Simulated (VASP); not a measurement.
Crystal: MoS2.

```
Mo S
1.0
     3.16273    0.00000    0.00000
    -1.58136    2.73900    0.00000
     0.00000    0.00000   12.70919
Mo S
2 4
Direct
  0.33333 0.66667 0.25000
  0.66667 0.33333 0.75000
  0.33333 0.66667 0.62652
  0.66667 0.33333 0.12652
  0.33333 0.66667 0.87348
  0.66667 0.33333 0.37348
```

- Program: VASP 6.6.1
- Task: relaxation of shape and atoms at fixed volume
- Functional: PBEsol
- Potentials or basis: VASP PAW PBE potentials, release 64 (Mo_sv, S)
- Cutoff: 500 eV
- k mesh: 8 × 8 × 2
- Occupations: gaussian, width 0.05 eV
- Spin: collinear spin
- Starting moments: [0.05, 0.05, 0.0, 0.0, 0.0, 0.0] μB

At the start: pressure -3.0 GPa; volume 18.35 Å³/atom.

**Question.** Where does the relaxation end?

**Answer.** Over 5 steps the energy falls by 2.9 meV/atom; space group P6_3/mmc (No. 194, to 0.1 Å) before and after; moment 0.00 μB per cell.

The path:
| step | energy change (eV) | largest force (eV/Å) | pressure (GPa) | volume (Å³) |
| --- | --- | --- | --- | --- |
| 1 | 0.0000 | 0.3229 | -2.96 | 110.10 |
| 2 | -0.0098 | 0.0079 | -1.46 | 110.10 |
| 3 | -0.0099 | 0.0209 | -1.53 | 110.10 |
| 4 | -0.0151 | 0.0089 | -1.00 | 110.10 |
| 5 | -0.0174 | 0.0076 | -0.29 | 110.10 |

Final structure:
```yaml
crystal:
  lattice:
    - [3.14395, 0.00000, 0.00000]
    - [-1.57198, 2.72274, 0.00000]
    - [0.00000, 0.00000, 12.86143]
  atoms:
    - { symbol: Mo, position: [0.33333, 0.66667, 0.25000] }
    - { symbol: Mo, position: [0.66667, 0.33333, 0.75000] }
    - { symbol: S, position: [0.33333, 0.66667, 0.62883] }
    - { symbol: S, position: [0.66667, 0.33333, 0.12883] }
    - { symbol: S, position: [0.33333, 0.66667, 0.87117] }
    - { symbol: S, position: [0.66667, 0.33333, 0.37117] }
```

Where two steps share one volume, the run began anew on that cell with a basis built for it.

Caveat: the PAW data sets were made with another functional, which shifts forces and pressure a little; this functional lacks dispersion, which binds layers or chains, so the pressure and a relaxed spacing across them are unreliable.
